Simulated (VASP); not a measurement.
A run of VASP 6.6.1 is set up as follows.

INCAR

```
SYSTEM = Si4O
PREC = Accurate
ENCUT = 520
EDIFF = 1E-6
ISMEAR = 0
SIGMA = 0.05
LREAL = .False.
LASPH = .True.
NELM = 150
ALGO = Normal
ISIF = 2
LWAVE = .False.
LCHARG = .False.
ISPIN = 2
MAGMOM = 0 0 0 0 2
LORBIT = 11
LDIPOL = .True.
IDIPOL = 3
DIPOL = 0.5 0.5 0.326
GGA = PE
IVDW = 12
NBANDS = 23
```

Contents of KPOINTS:

```
Automatic mesh
0
Gamma
  7 7 1
  0 0 0
```

File POSCAR:

```
Si4O
1.0
    3.8333442603      0.0000000000      0.0000000000
    0.0000000000      3.8333442603      0.0000000000
    0.0000000000      0.0000000000     21.2034818054
Si O
4 1
Direct
    0.0000000000      0.5000000000      0.1886482624
    0.0000000000      0.0000000000      0.2525666261
    0.5000000000      0.0000000000      0.3191936744
    0.5000000000      0.5000000000      0.3821769405
    1.0000000000      0.6250000000      0.4859334849
```

Potentials or basis: VASP PAW PBE potentials, release 64 (Si, O).

Launch:

```sh
$ cat potpaw_PBE.64/Si/POTCAR potpaw_PBE.64/O/POTCAR > POTCAR
$ mpirun -np 1 vasp_std > vasp.out
```

What does it give for the site moments?

Si -0.04, -0.01, -0.02 (each value once); O +1.16 μB.

Estimate the dispersion energy per atom.

-0.200 eV.

Forces on the atoms (eV/Å):
```
Si   0.000  0.038 -0.109
Si   0.000  0.032  0.312
Si   0.000 -0.115  0.094
Si   0.000  0.432  1.449
O    0.000 -0.387 -1.746
```
